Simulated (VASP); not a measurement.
Wanted: the native input for a VASP 6.6.1 run.

```
Task                   : single point
Functional             : PBEsol
Potentials or basis    : VASP PAW PBE potentials, release 64 (Mn_pv, Pt)
Cutoff                 : 520 eV
k mesh                 : 8 × 8 × 8
Occupations            : fermi-dirac, width 0.08 eV
Spin                   : no spin polarisation
Dipole correction      : no
Further INCAR settings : ALGO = Normal; EDIFF = 1e-06; NBANDS = 30
```

The structure of MnPt3 lies in POSCAR:

```
MnPt3
1.0
    3.9513216749      0.0000000000      0.0000000000
    0.0000000000      3.9513216749      0.0000000000
    0.0000000000      0.0000000000      3.9513216749
Mn Pt
1 3
Direct
    0.0000000000      0.0000000000      0.0000000000
    0.0000000000      0.5000000000      0.5000000000
    0.5000000000      0.0000000000      0.5000000000
    0.5000000000      0.5000000000      0.0000000000
```

This cell differs from its parent crystal: volume scaled by 1.04.

One way to write it, as run:

INCAR

```
PREC = Accurate
ENCUT = 520
EDIFF = 1E-6
ISMEAR = -1
SIGMA = 0.08
LREAL = F
LASPH = T
NELM = 80
ALGO = Normal
ISIF = 2
LWAVE = F
LCHARG = F
GGA = PS
NBANDS = 30
```

KPOINTS

```
regular mesh
0
Gamma
  8 8 8
```

Potentials or basis: VASP PAW PBE potentials, release 64 (Mn_pv, Pt).

Launch:

```sh
$ cat potpaw_PBE.64/Mn_pv/POTCAR potpaw_PBE.64/Pt/POTCAR > POTCAR
$ mpirun -np 1 vasp_std > vasp.out
```

It gave:

```json
{"Pressure": "-22.5 GPa"}
```

Caveat: the PAW data sets were made with another functional, which shifts forces and pressure a little.

Wall time 54 s on 1 thread of AMD EPYC 9R45 (Zen 5) (shared host), peak memory 0.17 GiB.
